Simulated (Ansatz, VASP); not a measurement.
# Al3Sb2P in VASP and in Ansatz

```
CELL_PARAMETERS angstrom
3.69968 0.00000 0.00000
0.00000 3.69968 0.00000
0.00000 0.00000 8.05205
ATOMIC_POSITIONS crystal
Al 0.50000 0.00000 0.99831
Al 0.00000 0.50000 0.99831
Al 0.00000 0.00000 0.37926
Sb 0.50000 0.50000 0.26656
Sb 0.00000 0.00000 0.73394
P 0.50000 0.50000 0.62362
```

Change from the starting cell: species swapped into the Zr2P3S type (P4mm, No. 99).

Alike in both runs: task relaxation of cell and atoms; functional PBE; k mesh 6 × 6 × 2; occupations gaussian, width 0.1 eV; no spin polarisation.

```csv
,VASP,Ansatz
version,VASP 6.6.1,Ansatz 0.2.0
potentials or method,"VASP PAW PBE potentials, release 64 (Al, Sb_d_GW, P), cutoff 500 eV","scalar-relativistic, plane waves, PAW"
valence electrons in the cell,44,44
```

Ansatz gave:

- gap on the k mesh at the Fermi level, each at its own relaxed structure (eV): none
- relaxed volume (Å³/atom): 20.92
- relaxed cell length with the largest relative difference (Å): 7.970

**Question.** Estimate VASP's values.

**Answer.** gap on the k mesh at the Fermi level, each at its own relaxed structure (eV): none; relaxed volume (Å³/atom): 21.64; relaxed cell length with the largest relative difference (Å): 8.395.

A gap of «none» marks a metal or a gap that the smearing closes. One of these differences is far larger than is usual between the two programs; its cause wasn't traced.

The k mesh is coarse, so the values compare programs but aren't converged. Spin-orbit coupling is off throughout. Noted on VASP's run: the volume moved by over 15 % at a fixed basis, so the end points are rough.
